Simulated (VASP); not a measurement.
# Cu in VASP: single point with LDA

Aim: the single point of Cu with LDA.

All numbers are computed with VASP 6.6.1; they aren't measurements. Logs are shortened: lines on timing, memory, paths and dates and some standing lists are left out, and cuts for length are marked.

## 1. The cell of the first run

The cell holds a slab with vacuum, 18 atoms: a = 2.556 Å, b = 2.556 Å, c = 51.479 Å, α = 90.00°, β = 90.00°, γ = 120.00°.

## 2. Single point, LDA

INCAR reads:

```
SYSTEM = Cu
PREC     = Accurate       ! precision mode
ENCUT    = 520            ! plane-wave cutoff, eV
EDIFF    = 1E-6           ! SCF threshold, eV
ISMEAR   = 0              ! smearing method
SIGMA    = 0.05           ! smearing width, eV
LREAL    = Auto         
LASPH    = .TRUE.         ! aspherical terms in the spheres
NELM     = 60             ! most SCF steps
ALGO     = Normal         ! electronic algorithm
ISIF     = 2              ! what is computed and relaxed
LWAVE    = .FALSE.        ! write WAVECAR
LCHARG   = .FALSE.        ! write CHGCAR
LDIPOL   = .TRUE.       
IDIPOL   = 3            
DIPOL    = 0.5 0.5 0.500
GGA      = CA             ! functional
NBANDS   = 114            ! bands
LUSENCCL = .FALSE.
```

KPOINTS reads:

```
Automatic mesh
0
G
  18 18 1
  0 0 0
```

POSCAR reads:

```
Cu
1.0
    2.5560000000      0.0000000000      0.0000000000
   -1.2780000000      2.2135609321      0.0000000000
    0.0000000000      0.0000000000     51.4790000000
Cu
18
Direct
    0.0000000000      0.0000000000      0.1554031741
    0.3333333333      0.6666666667      0.1959439772
    0.6666666667      0.3333333333      0.2364847802
    0.0000000000      0.0000000000      0.2770255832
    0.3333333333      0.6666666667      0.3175663863
    0.6666666667      0.3333333333      0.3581071893
    0.0000000000      0.0000000000      0.3986479924
    0.3333333333      0.6666666667      0.4391887954
    0.6666666667      0.3333333333      0.4797295985
    0.0000000000      0.0000000000      0.5202704015
    0.3333333333      0.6666666667      0.5608112046
    0.6666666667      0.3333333333      0.6013520076
    0.0000000000      0.0000000000      0.6418928107
    0.3333333333      0.6666666667      0.6824336137
    0.6666666667      0.3333333333      0.7229744168
    0.0000000000      0.0000000000      0.7635152198
    0.3333333333      0.6666666667      0.8040560228
    0.6666666667      0.3333333333      0.8445968259
```

Potentials or basis: VASP PAW LDA potentials, release 64 (Cu).

Launch:

```console
$ cat potpaw_LDA.64/Cu/POTCAR > POTCAR
$ mpirun -np 1 vasp_std > vasp.out
```

OUTCAR:

```text
SYSTEM = Cu
   PREC = Accurate
   ENCUT = 520
   EDIFF = 1E-6
   ISMEAR = 0
   LREAL = Auto
   LASPH = .TRUE.
   NELM = 60
   ISIF = 2
   GGA = CA

 ion  position               nearest neighbor table
   1  0.000  0.000  0.155-   2 2.56   2 2.56   2 2.56
   2  0.333  0.667  0.196-   3 2.56   3 2.56   3 2.56   1 2.56   1 2.56   1 2.56
   3  0.667  0.333  0.236-   2 2.56   4 2.56   2 2.56   4 2.56   4 2.56   2 2.56
   4  0.000  0.000  0.277-   3 2.56   3 2.56   3 2.56   5 2.56   5 2.56   5 2.56
   5  0.333  0.667  0.318-   6 2.56   6 2.56   6 2.56   4 2.56   4 2.56   4 2.56
   6  0.667  0.333  0.358-   5 2.56   5 2.56   5 2.56   7 2.56   7 2.56   7 2.56
   7  0.000  0.000  0.399-   8 2.56   8 2.56   8 2.56   6 2.56   6 2.56   6 2.56
[... 8 lines left out ...]
  16  0.000  0.000  0.764-  15 2.56  17 2.56  15 2.56  17 2.56  15 2.56  17 2.56
  17  0.333  0.667  0.804-  16 2.56  16 2.56  16 2.56  18 2.56  18 2.56  18 2.56
  18  0.667  0.333  0.845-  17 2.56  17 2.56  17 2.56

  LATTYP: Found a hexagonal cell.
 ALAT       =     2.5560000000
 C/A-ratio  =    20.1404538341

  Lattice vectors:

 A1 = (   2.5560000000,   0.0000000000,   0.0000000000)
 A2 = (  -1.2780000000,   2.2135609321,   0.0000000000)
 A3 = (   0.0000000000,   0.0000000000,  51.4790000000)

Analysis of symmetry for initial positions (statically):
=====================================================================
 Subroutine PRICEL returns:
 Original cell was already a primitive cell.

 Routine SETGRP: Setting up the symmetry group for a
 hexagonal supercell.

 Subroutine GETGRP returns: Found 12 space group operations
 (whereof  6 operations were pure point group operations)
 out of a pool of 24 trial point group operations.

The static configuration has the point symmetry C_3v.
 The point group associated with its full space group is D_3d.

Analysis of symmetry for dynamics (positions and initial velocities):
=====================================================================
 Subroutine PRICEL returns:
 Original cell was already a primitive cell.

 Routine SETGRP: Setting up the symmetry group for a
 hexagonal supercell.

 Subroutine GETGRP returns: Found 12 space group operations
 (whereof  6 operations were pure point group operations)
 out of a pool of 24 trial point group operations.

The dynamic configuration has the point symmetry C_3v.
 The point group associated with its full space group is D_3d.

 Subroutine INISYM returns: Found 12 space group operations
 (whereof  6 operations are pure point group operations),
 and found     1 'primitive' translations

----------------------------------------------------------------------------------------

                                     Primitive cell

  volume of cell :     291.2611

  direct lattice vectors                    reciprocal lattice vectors
     2.556000000  0.000000000  0.000000000     0.391236307  0.225880387 -0.000000000
    -1.278000000  2.213560932  0.000000000     0.000000000  0.451760774  0.000000000
     0.000000000  0.000000000 51.479000000     0.000000000 -0.000000000  0.019425397

  length of vectors
     2.556000000  2.556000000 51.479000000     0.451760774  0.451760774  0.019425397

  position of ions in fractional coordinates (direct lattice)
     0.000000000  0.000000000  0.155403174
     0.333333333  0.666666667  0.195943977
     0.666666667  0.333333333  0.236484780
     0.000000000  0.000000000  0.277025583
     0.333333333  0.666666667  0.317566386
     0.666666667  0.333333333  0.358107189
[... 10 lines left out ...]
     0.333333333  0.666666667  0.804056023
     0.666666667  0.333333333  0.844596826

  ion indices of the primitive-cell ions
   primitive index   ion index
                 1           1
                 2           2
                 3           3
                 4           4
                 5           5
                 6           6
[... 10 lines left out ...]
                17          17
                18          18

----------------------------------------------------------------------------------------

 KPOINTS: Automatic mesh

Automatic generation of k-mesh.
 Grid dimensions read from file:
 generate k-points for:   18   18    1

 Generating k-lattice:

  Cartesian coordinates                     Fractional coordinates (reciprocal lattice)
     0.021735350  0.012548910 -0.000000000     0.055555556  0.000000000  0.000000000
     0.000000000  0.025097821  0.000000000     0.000000000  0.055555556  0.000000000
     0.000000000 -0.000000000  0.019425397     0.000000000  0.000000000  1.000000000

  Length of vectors
     0.025097821  0.025097821  0.019425397

  Shift w.r.t. Gamma in fractional coordinates (k-lattice)
     0.000000000  0.000000000  0.000000000

 Subroutine IBZKPT returns following result:
 ===========================================

 Found     37 irreducible k-points:

 Following reciprocal coordinates:
            Coordinates               Weight
  0.000000  0.000000  0.000000      1.000000
  0.055556  0.000000  0.000000      6.000000
  0.111111  0.000000  0.000000      6.000000
  0.166667  0.000000  0.000000      6.000000
  0.222222  0.000000  0.000000      6.000000
  0.277778  0.000000  0.000000      6.000000
[... 16 lines left out ...]
  0.333333  0.111111  0.000000     12.000000
  0.388889  0.111111  0.000000     12.000000
 [... further k-points ...]
   k-points           NKPTS =     37   k-points in BZ     NKDIM =     37   number of bands    NBANDS=    114
   number of dos      NEDOS =    301   number of ions     NIONS =     18
   total plane-waves  NPLWV = 153600
   dimension x,y,z NGX =    20 NGY =   20 NGZ =  384
   dimension x,y,z NGXF=    40 NGYF=   40 NGZF=  768
   ions per type =              18
   NGX,Y,Z   is equivalent  to a cutoff of  13.01, 13.01, 12.40 a.u.
   NGXF,Y,Z  is equivalent  to a cutoff of  26.02, 26.02, 24.80 a.u.
 SYSTEM =  Cu
   PREC   = accura    normal or accurate (medium, high low for compatibility)
   ISTART =      0    job   : 0-new  1-cont  2-samecut
   ICHARG =      2    charge: 1-file 2-atom 10-const
   ISPIN  =      1    spin polarized calculation?
   LNONCOLLINEAR =      F non collinear calculations
   LSORBIT =      F    spin-orbit coupling
   LASPH  =      T    aspherical Exc in radial PAW
   ENCUT  =  520.0 eV  38.22 Ry    6.18 a.u.   4.75  4.75 95.72*2*pi/ulx,y,z
   NELM   =     60;   NELMIN=  2; NELMDL= -5     # of ELM steps
   EDIFF  = 0.1E-05   stopping-criterion for ELM
   LREAL  =      T    real-space projection
   EDIFFG = 0.1E-04   stopping-criterion for IOM
   NSW    =      0    number of steps for IOM
   IBRION =     -1    ionic relax: 0-MD 1-quasi-New 2-CG
   NFREE  =      0    steps in history (QN), initial steepest desc. (CG)
   ISIF   =      2    stress and relaxation
   ISYM   =      2    0-nonsym 1-usesym 2-fastsym
   POTIM  = 0.5000    time-step for ionic-motion
   TEBEG  =    0.0;   TEEND  =   0.0 temperature during run
   PSTRESS=    0.0 pullay stress
   NELECT =     198.0000    total number of electrons
   NUPDOWN=      -1.0000    fix difference up-down
   EMIN   =  10.00;   EMAX   =-10.00  energy-range for DOS
   EFERMI =   0.00;   METHOD = LEGACY
   ISMEAR =     0;   SIGMA  =   0.05  broadening in eV -4-tet -1-fermi 0-gaus
   EFERMI_NEDOS =   21; number of points for ismear=-14 and -15
   IALGO  =     38    algorithm
   IMIX   =      4    mixing-type and parameters
     AMIX     =   0.40;   BMIX     =  1.00
     AMIX_MAG =   1.60;   BMIX_MAG =  1.00
  volume/ion in A,a.u.               =      16.18       109.20
  Fermi-wavevector in a.u.,A,eV,Ry     =   1.439469  2.720203 28.192251  2.072072
  Thomas-Fermi vector in A             =   2.558321
   LORBIT       =      0    0 simple, 1 ext, 2 COOP (PROOUT), +10 PAW based schemes
   GGA     = CA    functional components
   LHFCALC =     F    Hartree Fock is set to
   AEXX    =    0.0000 exact exchange contribution
   IVDW    =     0    specifies the selected vdW correction
   LEPSILON=     F    determine dielectric tensor
   LRPA    =     F    only Hartree local field effects (RPA)
 non-spin polarized calculation
 Gauss-broadening in eV      SIGMA  =   0.05
  energy-cutoff  :      520.00
  volume of cell :      291.26
 maximum number of plane-waves:      7908
 NGX is ok and might be reduce to    20
   NGX =  9   NGY =  9   NGZ =191

 dipolmoment           0.000000      0.000000      0.000000 electrons x Angstroem

 number of electron     197.9999999 magnetization

 dipolmoment           0.000000      0.000000     -0.000005 electrons x Angstroem

 Free energy of the ion-electron system (eV)
  ---------------------------------------------------
  ext. energy  EPLUGINS =         0.00000000
  ---------------------------------------------------
  free energy    TOTEN  =       -82.88809279 eV

  energy without entropy =      -82.88331037  energy(sigma->0) =      -82.88570158

 E-fermi :   3.9890     XC(G=0):  -9.9372

 val. band max:        3.9463753443   @ k =   0.3889   0.1111   0.0000
 cond. band min:       3.9971818814   @ k =   0.1667   0.1111   0.0000
 fundamental gap:      0.0508065371
 Fermi energy:         3.9889902593

 k-point     1 :       0.0000    0.0000    0.0000
  band No.  band energies     occupation
      1      -5.3354      2.00000
      2      -5.2558      2.00000
      3      -5.1208      2.00000
      4      -4.9322      2.00000
      5      -4.6986      2.00000
      6      -4.4216      2.00000
[... 103 lines left out ...]
    110       7.8780      0.00000
    111       8.2523      0.00000

 k-point     2 :       0.0556    0.0000    0.0000
  band No.  band energies     occupation
      1      -5.2354      2.00000
      2      -5.1561      2.00000
      3      -5.0216      2.00000
      4      -4.8338      2.00000
      5      -4.6011      2.00000
      6      -4.3253      2.00000
[... 2500 lines left out ...]
 k-point    24 :       0.3889    0.1111    0.0000
  band No.  band energies     occupation
      1      -1.0047      2.00000
      2      -0.9679      2.00000
      3      -0.9058      2.00000
      4      -0.8220      2.00000
      5      -0.7717      2.00000
      6      -0.7499      2.00000
[... 103 lines left out ...]
    110       8.1627      0.00000
    111       8.3445      0.00000

 [... further k-points ...]

 [bands above 111 left out]

------------------------ aborting loop because EDIFF is reached ----------------------------------------

 vacuum level on the upper side and lower side of the slab       (xc-potential included)        -0.220        -0.220

  FORCE on cell =-STRESS in cart. coord.  units (eV):
  Direction    XX          YY          ZZ          XY          YZ          ZX
  --------------------------------------------------------------------------------------
  -------------------------------------------------------------------------------------
  Total      -16.6239549    -16.6239549    -15.5611145      0.0000000      0.0000000      0.0000000
  in kB      -91.4455344    -91.4455344    -85.5990309      0.0000000      0.0000000      0.0000000
  external PRESSURE =     -89.4966999 kB  Pullay stress =       0.0000000 kB

 VOLUME and BASIS-vectors are now :
 -----------------------------------------------------------------------------
  energy-cutoff  :      520.00
  volume of cell :      291.26
      direct lattice vectors                 reciprocal lattice vectors
     2.556000000  0.000000000  0.000000000     0.391236307  0.225880387 -0.000000000
    -1.278000000  2.213560932  0.000000000     0.000000000  0.451760774  0.000000000
     0.000000000  0.000000000 51.479000000     0.000000000 -0.000000000  0.019425397

 POSITION                                       TOTAL-FORCE (eV/Angst)
 -----------------------------------------------------------------------------------
      0.00000      0.00000      8.00000        -0.000000     -0.000000      0.490718
     -0.00000      1.47571     10.08700         0.000000     -0.000000     -0.024173
      1.27800      0.73785     12.17400         0.000000     -0.000000     -0.028917
      0.00000      0.00000     14.26100        -0.000000     -0.000000     -0.022926
     -0.00000      1.47571     16.34800        -0.000000      0.000000      0.011896
      1.27800      0.73785     18.43500        -0.000000      0.000000     -0.009688
[... 10 lines left out ...]
     -0.00000      1.47571     41.39200         0.000000      0.000000      0.024173
      1.27800      0.73785     43.47900         0.000000     -0.000000     -0.490718
 -----------------------------------------------------------------------------------
    total drift:                                0.000000     -0.000000     -0.000711

  FREE ENERGIE OF THE ION-ELECTRON SYSTEM (eV)
  ---------------------------------------------------
  free  energy   TOTEN  =       -82.8880927865 eV

  energy  without entropy=      -82.8833103659  energy(sigma->0) =      -82.88570158

 vacuum level on the upper side and lower side of the slab         8.944         8.944
```

Wall time 8.5 min (1 × NVIDIA H100 80GB with 1 thread of AMD EPYC 7R13 (Zen 3), shared host); peak memory 1.9 GiB.

Results:

* Free energy: -82.8881 eV
* Largest force: 0.491 eV/Å
* Band gap on the k mesh: zero (bands 99 and 100 overlap by 5.10 eV)

Forces in eV/Å, atoms in the order of the input:
```
Cu   0.000  0.000  0.491
Cu   0.000  0.000 -0.024
Cu   0.000  0.000 -0.029
Cu   0.000  0.000 -0.023
Cu   0.000  0.000  0.012
Cu   0.000  0.000 -0.010
Cu   0.000  0.000  0.013
Cu   0.000  0.000 -0.017
Cu   0.000  0.000  0.018
Cu   0.000  0.000 -0.018
Cu   0.000  0.000  0.017
Cu   0.000  0.000 -0.013
Cu   0.000  0.000  0.010
Cu   0.000  0.000 -0.012
Cu   0.000  0.000  0.023
Cu   0.000  0.000  0.029
Cu   0.000  0.000  0.024
Cu   0.000  0.000 -0.491
```

The gap in the log of VASP goes by the Fermi energy; the results here count the filled bands.